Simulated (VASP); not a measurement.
# Mg3O4: density of states with PBE

Crystal: Mg3O4.

```xyz
7
Lattice="4.2120 0.0000 0.0000 0.0000 4.2120 0.0000 0.0000 0.0000 4.2120" Properties=species:S:1:pos:R:3 pbc="T T T"
Mg    0.0000    2.1060    2.1060
Mg    2.1060    0.0000    2.1060
Mg    2.1060    2.1060    0.0000
O     2.1060    2.1060    2.1060
O     2.1060    0.0000    0.0000
O     0.0000    2.1060    0.0000
O     0.0000    0.0000    2.1060
```

```json
{"Program": "VASP 6.6.1", "Task": "density of states", "Functional": "PBE", "Potentials or basis": "VASP PAW PBE potentials, release 64 (Mg, O)", "Cutoff": "520 eV", "k mesh": "1 × 1 × 1", "Occupations": "fermi-dirac, width 0.01 eV", "Spin": "collinear spin", "Starting moments": "[0.0, 0.0, 0.0, 0.0, 0.5, 0.5, 0.5] μB", "Dipole correction": "no", "k mesh for the DOS": "1 × 1 × 1", "Charge": "2", "Occupations for the DOS": "gaussian", "Further INCAR settings": "ALGO = Normal; EDIFF = 1e-06; NBANDS = 28; NELECT = 28.0"}
```

| Property | Result |
| --- | --- |
| Net moment | 2.00 μB per cell |
| Site moments | Mg -0.01; O -0.46, +0.71 μB |
| Valence electrons inside the program's atomic spheres | Mg 0.29; O 4.99, 4.80 |

Levels at points of the mesh, in eV from the Fermi level:
Spin up:
```csv
k point,band 14,band 15,band 16,band 17,band 18,band 19
"(0.00, 0.00, 0.00)",0.00,0.00,0.00,6.41,11.46,11.46
```
Spin down:
```
           k point  band 11  band 12  band 13  band 14  band 15  band 16
(0.00, 0.00, 0.00)    -0.45    -0.45    -0.45     1.51     1.51     1.51
```

Run time: 41 s on 1 thread of AMD EPYC 7R43 64-Core Processor (Zen 3), with other jobs on the host, peak memory 0.16 GiB.

Caveat: the k points lie up to 1.49 Å⁻¹ apart; the cell carries a net charge on a neutralising background, which shifts energy and pressure; the cell is charged against a uniform background, so pressure and absolute levels hang on convention.
